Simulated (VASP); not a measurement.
# GaP (kk07) (F-43m) in VASP: further runs

GaP (kk07) is run at these levels: LDA; tasks: single point, relaxation of cell and atoms.

Everything below comes from runs of VASP 6.6.1. Logs are shortened: lines on timing, memory, paths and dates and some standing lists are left out, and cuts for length are marked.

## Step 1: The cell of the first run

It takes space group F-43m (No. 216, cubic). Conventional cell: a = 5.452 Å, b = 5.452 Å, c = 5.452 Å, α = 90.00°, β = 90.00°, γ = 90.00°. Ga (site symmetry -43m) has 4 P at 2.36 Å within 3.1 Å. P (site symmetry -43m) has 4 Ga at 2.36 Å within 3.1 Å.

## Step 2: Single point, LDA

INCAR reads:

```
SYSTEM = GaP
  PREC = Accurate
  ENCUT = 520
  EDIFF = 1E-6
  ISMEAR = 0
  SIGMA = 0.1
  LREAL = .False.
  LASPH = .True.
  NELM = 60
  ALGO = Normal
  ISIF = 2
  LWAVE = .False.
  LCHARG = .False.
  NBANDS = 16
```

KPOINTS reads:

```
regular mesh
0
Gamma
  6 6 6
  0 0 0
```

POSCAR reads:

```
GaP
1.0
    0.0000000000      2.7258124900      2.7258124900
    2.7258124900      0.0000000000      2.7258124900
    2.7258124900      2.7258124900      0.0000000000
Ga P
1 1
Direct
    0.0000000000      0.0000000000      0.0000000000
    0.7500000000      0.7500000000      0.7500000000
```

Potentials or basis: VASP PAW LDA potentials, release 64 (Ga_d, P).

Run with:

```sh
> cat potpaw_LDA.64/Ga_d/POTCAR potpaw_LDA.64/P/POTCAR > POTCAR
> mpirun -np 1 vasp_std > vasp.out
```

OUTCAR:

```text
SYSTEM = GaP
   PREC = Accurate
   ENCUT = 520
   EDIFF = 1E-6
   ISMEAR = 0
   LREAL = .False.
   LASPH = .True.
   NELM = 60
   ISIF = 2

 ion  position               nearest neighbor table
   1  0.000  0.000  0.000-   2 2.36   2 2.36   2 2.36   2 2.36
   2  0.750  0.750  0.750-   1 2.36   1 2.36   1 2.36   1 2.36

  LATTYP: Found a face centered cubic cell.
 ALAT       =     5.4516249800

  Lattice vectors:

 A1 = (   0.0000000000,   2.7258124900,   2.7258124900)
 A2 = (   2.7258124900,   0.0000000000,   2.7258124900)
 A3 = (   2.7258124900,   2.7258124900,   0.0000000000)

Analysis of symmetry for initial positions (statically):
=====================================================================
 Subroutine PRICEL returns:
 Original cell was already a primitive cell.

 Routine SETGRP: Setting up the symmetry group for a
 face centered cubic supercell.

 Subroutine GETGRP returns: Found 24 space group operations
 (whereof 24 operations were pure point group operations)
 out of a pool of 48 trial point group operations.

The static configuration has the point symmetry T_d .

Analysis of symmetry for dynamics (positions and initial velocities):
=====================================================================
 Subroutine PRICEL returns:
 Original cell was already a primitive cell.

 Routine SETGRP: Setting up the symmetry group for a
 face centered cubic supercell.

 Subroutine GETGRP returns: Found 24 space group operations
 (whereof 24 operations were pure point group operations)
 out of a pool of 48 trial point group operations.

The dynamic configuration has the point symmetry T_d .

 Subroutine INISYM returns: Found 24 space group operations
 (whereof 24 operations are pure point group operations),
 and found     1 'primitive' translations

----------------------------------------------------------------------------------------

                                     Primitive cell

  volume of cell :      40.5059

  direct lattice vectors                    reciprocal lattice vectors
     0.000000000  2.725812490  2.725812490    -0.183431546  0.183431546  0.183431546
     2.725812490  0.000000000  2.725812490     0.183431546 -0.183431546  0.183431546
     2.725812490  2.725812490  0.000000000     0.183431546  0.183431546 -0.183431546

  length of vectors
     3.854880992  3.854880992  3.854880992     0.317712758  0.317712758  0.317712758

  position of ions in fractional coordinates (direct lattice)
     0.000000000  0.000000000  0.000000000
     0.750000000  0.750000000  0.750000000

  ion indices of the primitive-cell ions
   primitive index   ion index
                 1           1
                 2           2

----------------------------------------------------------------------------------------

 KPOINTS: regular mesh

Automatic generation of k-mesh.
 Grid dimensions read from file:
 generate k-points for:    6    6    6

 Generating k-lattice:

  Cartesian coordinates                     Fractional coordinates (reciprocal lattice)
    -0.030571924  0.030571924  0.030571924     0.166666667  0.000000000  0.000000000
     0.030571924 -0.030571924  0.030571924     0.000000000  0.166666667  0.000000000
     0.030571924  0.030571924 -0.030571924     0.000000000  0.000000000  0.166666667

  Length of vectors
     0.052952126  0.052952126  0.052952126

  Shift w.r.t. Gamma in fractional coordinates (k-lattice)
     0.000000000  0.000000000  0.000000000

 Subroutine IBZKPT returns following result:
 ===========================================

 Found     16 irreducible k-points:

 Following reciprocal coordinates:
            Coordinates               Weight
  0.000000  0.000000  0.000000      1.000000
  0.166667  0.000000  0.000000      8.000000
  0.333333  0.000000  0.000000      8.000000
  0.500000  0.000000  0.000000      4.000000
  0.166667  0.166667  0.000000      6.000000
  0.333333  0.166667  0.000000     24.000000
[... 8 lines left out ...]
 -0.333333  0.333333  0.166667     24.000000
 -0.333333  0.500000  0.166667     12.000000
   k-points           NKPTS =     16   k-points in BZ     NKDIM =     16   number of bands    NBANDS=     16
   number of dos      NEDOS =    301   number of ions     NIONS =      2
   total plane-waves  NPLWV =  27000
   dimension x,y,z NGX =    30 NGY =   30 NGZ =   30
   dimension x,y,z NGXF=    60 NGYF=   60 NGZF=   60
   ions per type =               1   1
   NGX,Y,Z   is equivalent  to a cutoff of  12.94, 12.94, 12.94 a.u.
   NGXF,Y,Z  is equivalent  to a cutoff of  25.88, 25.88, 25.88 a.u.
 SYSTEM =  GaP
   PREC   = accura    normal or accurate (medium, high low for compatibility)
   ISTART =      0    job   : 0-new  1-cont  2-samecut
   ICHARG =      2    charge: 1-file 2-atom 10-const
   ISPIN  =      1    spin polarized calculation?
   LNONCOLLINEAR =      F non collinear calculations
   LSORBIT =      F    spin-orbit coupling
   LASPH  =      T    aspherical Exc in radial PAW
   ENCUT  =  520.0 eV  38.22 Ry    6.18 a.u.   7.17  7.17  7.17*2*pi/ulx,y,z
   NELM   =     60;   NELMIN=  2; NELMDL= -5     # of ELM steps
   EDIFF  = 0.1E-05   stopping-criterion for ELM
   LREAL  =      F    real-space projection
   EDIFFG = 0.1E-04   stopping-criterion for IOM
   NSW    =      0    number of steps for IOM
   IBRION =     -1    ionic relax: 0-MD 1-quasi-New 2-CG
   NFREE  =      0    steps in history (QN), initial steepest desc. (CG)
   ISIF   =      2    stress and relaxation
   ISYM   =      2    0-nonsym 1-usesym 2-fastsym
   POTIM  = 0.5000    time-step for ionic-motion
   TEBEG  =    0.0;   TEEND  =   0.0 temperature during run
   PSTRESS=    0.0 pullay stress
   NELECT =      18.0000    total number of electrons
   NUPDOWN=      -1.0000    fix difference up-down
   EMIN   =  10.00;   EMAX   =-10.00  energy-range for DOS
   EFERMI =   0.00;   METHOD = LEGACY
   ISMEAR =     0;   SIGMA  =   0.10  broadening in eV -4-tet -1-fermi 0-gaus
   EFERMI_NEDOS =   21; number of points for ismear=-14 and -15
   IALGO  =     38    algorithm
   IMIX   =      4    mixing-type and parameters
     AMIX     =   0.40;   BMIX     =  1.00
     AMIX_MAG =   1.60;   BMIX_MAG =  1.00
  volume/ion in A,a.u.               =      20.25       136.67
  Fermi-wavevector in a.u.,A,eV,Ry     =   1.249280  2.360796 21.234610  1.560700
  Thomas-Fermi vector in A             =   2.383328
   LORBIT       =      0    0 simple, 1 ext, 2 COOP (PROOUT), +10 PAW based schemes
   GGA     = CA    functional components
   LHFCALC =     F    Hartree Fock is set to
   AEXX    =    0.0000 exact exchange contribution
   IVDW    =     0    specifies the selected vdW correction
   LEPSILON=     F    determine dielectric tensor
   LRPA    =     F    only Hartree local field effects (RPA)
 non-spin polarized calculation
 Gauss-broadening in eV      SIGMA  =   0.10
  energy-cutoff  :      520.00
  volume of cell :       40.51
 maximum number of plane-waves:      1113
 NGX is ok and might be reduce to    30
   NGX = 15   NGY = 15   NGZ = 15

 number of electron      17.9999989 magnetization

 Free energy of the ion-electron system (eV)
  ---------------------------------------------------
  ext. energy  EPLUGINS =         0.00000000
  ---------------------------------------------------
  free energy    TOTEN  =       -10.42444868 eV

  energy without entropy =      -10.42444868  energy(sigma->0) =      -10.42444868

 E-fermi :   4.9527     XC(G=0): -10.1597

 val. band max:        4.5056428095   @ k =   0.0000   0.0000   0.0000
 cond. band min:       5.9973562507   @ k =   0.5000   0.5000   0.0000
 fundamental gap:      1.4917134412
 Fermi energy:         4.9526518328

 k-point     1 :       0.0000    0.0000    0.0000
  band No.  band energies     occupation
      1     -10.2062      2.00000
      2     -10.2062      2.00000
      3     -10.2062      2.00000
      4     -10.1085      2.00000
      5     -10.1085      2.00000
      6      -8.0009      2.00000
[... 8 lines left out ...]
     15      14.2985      0.00000
     16      14.2985      0.00000

 k-point     2 :       0.1667    0.0000    0.0000
  band No.  band energies     occupation
      1     -10.2268      2.00000
      2     -10.1985      2.00000
      3     -10.1985      2.00000
      4     -10.1084      2.00000
      5     -10.1084      2.00000
      6      -7.6451      2.00000
[... 8 lines left out ...]
     15      13.4287      0.00000
     16      14.2790      0.00000

 k-point     3 :       0.3333    0.0000    0.0000
  band No.  band energies     occupation
      1     -10.2640      2.00000
      2     -10.1862      2.00000
      3     -10.1862      2.00000
      4     -10.1050      2.00000
      5     -10.1050      2.00000
      6      -6.6930      2.00000
[... 8 lines left out ...]
     15      14.0950      0.00000
     16      14.0950      0.00000

 k-point     4 :       0.5000    0.0000    0.0000
  band No.  band energies     occupation
      1     -10.2812      2.00000
      2     -10.1819      2.00000
      3     -10.1819      2.00000
      4     -10.1013      2.00000
      5     -10.1013      2.00000
      6      -5.9176      2.00000
[... 8 lines left out ...]
     15      16.1634      0.00000
     16      16.1634      0.00000
[... 172 lines left out ...]
 k-point    14 :       0.5000    0.3333    0.1667
  band No.  band energies     occupation
      1     -10.2862      2.00000
      2     -10.1727      2.00000
      3     -10.1615      2.00000
      4     -10.1225      2.00000
      5     -10.0978      2.00000
      6      -5.9088      2.00000
[... 8 lines left out ...]
     15      16.1779      0.00000
     16      17.6783      0.00000

 k-point    15 :      -0.3333    0.3333    0.1667
  band No.  band energies     occupation
      1     -10.2917      2.00000
      2     -10.1729      2.00000
      3     -10.1549      2.00000
      4     -10.1193      2.00000
      5     -10.1009      2.00000
      6      -5.2414      2.00000
[... 8 lines left out ...]
     15      16.8540      0.00000
     16      17.1719      0.00000

 k-point    16 :      -0.3333    0.5000    0.1667
  band No.  band energies     occupation
      1     -10.3025      2.00000
      2     -10.1617      2.00000
      3     -10.1471      2.00000
      4     -10.1290      2.00000
      5     -10.0955      2.00000
      6      -4.9278      2.00000
[... 8 lines left out ...]
     15      16.3579      0.00000
     16      18.0476      0.00000

------------------------ aborting loop because EDIFF is reached ----------------------------------------

  FORCE on cell =-STRESS in cart. coord.  units (eV):
  Direction    XX          YY          ZZ          XY          YZ          ZX
  --------------------------------------------------------------------------------------
  -------------------------------------------------------------------------------------
  Total       -0.6838583     -0.6838583     -0.6838583      0.0000000      0.0000000     -0.0000000
  in kB      -27.0494711    -27.0494711    -27.0494711      0.0000000      0.0000000     -0.0000000
  external PRESSURE =     -27.0494711 kB  Pullay stress =       0.0000000 kB

 VOLUME and BASIS-vectors are now :
 -----------------------------------------------------------------------------
  energy-cutoff  :      520.00
  volume of cell :       40.51
      direct lattice vectors                 reciprocal lattice vectors
     0.000000000  2.725812490  2.725812490    -0.183431546  0.183431546  0.183431546
     2.725812490  0.000000000  2.725812490     0.183431546 -0.183431546  0.183431546
     2.725812490  2.725812490  0.000000000     0.183431546  0.183431546 -0.183431546

 POSITION                                       TOTAL-FORCE (eV/Angst)
 -----------------------------------------------------------------------------------
      0.00000      0.00000      0.00000        -0.000000     -0.000000     -0.000000
      4.08872      4.08872      4.08872         0.000000      0.000000      0.000000
 -----------------------------------------------------------------------------------
    total drift:                               -0.000000     -0.000000     -0.000000

  FREE ENERGIE OF THE ION-ELECTRON SYSTEM (eV)
  ---------------------------------------------------
  free  energy   TOTEN  =       -10.4244486840 eV

  energy  without entropy=      -10.4244486840  energy(sigma->0) =      -10.42444868
```

Run time: 5.5 s. Hardware: 1 thread of Intel Xeon 6975P-C (Granite Rapids), shared host; peak memory 0.14 GiB.

Results:

```yaml
Free_energy: -10.4244 eV
Pressure: -2.7 GPa
Band_gap_on_the_k_mesh: 1.49 eV, indirect (least direct gap 1.63 eV)
```

[end of part 1 of 2]
